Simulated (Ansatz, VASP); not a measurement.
## SiNi: VASP beside Ansatz

```
Si Ni
1.0
     5.17310    0.00000    0.00000
     0.00000    3.33810    0.00000
     0.00000    0.00000    5.60490
Si Ni
4 4
Cartesian
  1.6620 2.5036 0.4624
  0.9245 0.8345 3.2649
  4.2486 2.5036 2.3400
  3.5111 0.8345 5.1425
  0.0403 0.8345 1.0510
  2.5463 2.5036 3.8535
  2.6268 0.8345 1.7514
  5.1328 2.5036 4.5539
```

Alike in both runs: task single point; functional PBE; k mesh 4 × 6 × 4; occupations gaussian, width 0.1 eV; no spin polarisation.

```csv
,VASP,Ansatz
version,VASP 6.6.1,Ansatz 0.2.0
potentials or method,"VASP PAW PBE potentials, release 64 (Si, Ni), cutoff 520 eV","scalar-relativistic, plane waves, PAW"
valence electrons in the cell,56,88
```

|  | VASP | Ansatz | Ansatz less VASP |
| --- | --- | --- | --- |
| gap on the k mesh at the Fermi level (eV) | none | none | - |
| pressure (GPa) | 1.8 | 1.8 | 0.00 |
| traceless stress, the component that is largest in VASP (GPa) | 1.30 | 1.24 | -0.054 |
| rms of the force components (eV/Å) | 0.014 | 0.011 | -0.0028 |

Atom by atom the forces differ by 0.004 eV/Å (rms over components). A gap of «none» marks a metal or a gap that the smearing closes. With one functional, cell and mesh, what is left measures potentials, basis and numerics. VASP's potentials hold 56 valence electrons a cell and Ansatz's 88, so a difference there can come from the potentials and not from the codes.
